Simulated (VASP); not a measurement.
A run of VASP 6.6.1:

Contents of INCAR:

```
PREC     = Accurate       # precision mode
ENCUT    = 520            # plane-wave cutoff, eV
EDIFF    = 1E-6           # SCF threshold, eV
ISMEAR   = 0              # smearing method
SIGMA    = 0.1            # smearing width, eV
LREAL    = False          # projectors in reciprocal space
LASPH    = True           # aspherical terms in the spheres
NELM     = 60             # most SCF steps
ALGO     = Normal         # electronic algorithm
ISIF     = 2              # what is computed and relaxed
LWAVE    = False          # write WAVECAR
LCHARG   = False          # write CHGCAR
GGA      = PE             # functional
NBANDS   = 27             # bands
```

KPOINTS

```
Automatic mesh
0
Gamma
  6 6 12
```

Contents of POSCAR:

```
Te4W
1.0
    4.6856556157     -4.7181597083      0.0000000000
    4.6856556157      4.7181597083      0.0000000000
    0.0000000000      0.0000000000      3.3844713679
Te W
4 1
Direct
    0.7874737291      0.7874737291      0.5000000000
    0.7252124868      0.2747875132      0.0000000000
    0.2747875132      0.7252124868      0.0000000000
    0.2125262709      0.2125262709      0.5000000000
    0.5000000000      0.5000000000      0.5000000000
```

Potentials or basis: VASP PAW PBE potentials, release 64 (Te, W_sv).

Run with:

```sh
$ cat potpaw_PBE.64/Te/POTCAR potpaw_PBE.64/W_sv/POTCAR > POTCAR
$ mpirun -np 1 vasp_std > vasp.out
```

Hardware: 1 thread of Intel(R) Xeon(R) Platinum 8259CL CPU @ 2.50GHz (Skylake/Cascade Lake), on a shared host.

**Question.** Estimate the wall time of this run.

**Answer.** It took 6 min on 1 thread of Intel(R) Xeon(R) Platinum 8259CL CPU @ 2.50GHz (Skylake/Cascade Lake), with other jobs on the host, peak memory 0.46 GiB. Counts: scf iterations 14, k points 91.
